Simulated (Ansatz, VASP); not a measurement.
## Ti in VASP and in Ansatz

INCAR

```
SYSTEM = Ti
ALGO = Fast ; EDIFF = 1E-7
ENCUT = 520 ; GGA = PE
ISIF = 2 ; ISMEAR = 0
LASPH = .TRUE. ; LCHARG = .FALSE.
LREAL = .FALSE. ; LWAVE = .FALSE.
NBANDS = 19 ; NELM = 100
PREC = Accurate ; SIGMA = 0.15
```

File KPOINTS:

```
k-points
0
G
  18 18 10
  0 0 0
```

POSCAR

```
Ti
1.0
    2.9499978604      0.0000000000      0.0000000000
   -1.4749989302      2.5547730882      0.0000000000
    0.0000000000      0.0000000000      4.5922800000
Ti
2
Direct
    0.3333333333      0.6666666667      0.2500000000
    0.6666666667      0.3333333333      0.7500000000
```

Input for Ansatz:

```yaml
crystal:
  lattice:
    - [2.9499978604, 0.0, 0.0]
    - [-1.4749989302, 2.5547730882, 0.0]
    - [0.0, 0.0, 4.59228]
  atoms:
    - { symbol: Ti, position: [0.3333333333, 0.6666666667, 0.25] }
    - { symbol: Ti, position: [0.6666666667, 0.3333333333, 0.75] }
basis:
  ecutwfc: 420
kpoints:
  mp_grid: { grid: [18, 18, 10] }
hamiltonian:
  xc: pbe
scf:
  occupations: { method: gaussian, width: 0.15 }
output:
  forces: true
  stress: true
  eigenvalues: true
```

Change from the starting cell: strain -0.0200 x Voigt [0, 0, 1, 0, 0, 0], atoms carried along.

Alike in both runs: task single point; functional PBE; k mesh 18 × 18 × 10; occupations gaussian, width 0.15 eV; no spin polarisation.

|  | VASP | Ansatz |
| --- | --- | --- |
| version | VASP 6.6.1 | Ansatz 0.2.0 |
| potentials or method | VASP PAW PBE potentials, release 64 (Ti_sv), cutoff 520 eV | scalar-relativistic, plane waves, PAW |
| valence electrons in the cell | 24 | 24 |

Ansatz gave:

| Item | Value |
| --- | --- |
| gap on the k mesh at the Fermi level (eV) | none |
| pressure (GPa) | 0.6 |
| traceless stress, the component that is largest in VASP (GPa) | 1.25 |

Question: Which values does VASP return?

Answer: gap on the k mesh at the Fermi level (eV): none; pressure (GPa): 0.2; traceless stress, the component that is largest in VASP (GPa): 1.24.

A gap of «none» marks a metal or a gap that the smearing closes. The functional is the same, so the differences come from potentials, cutoffs and numerics.
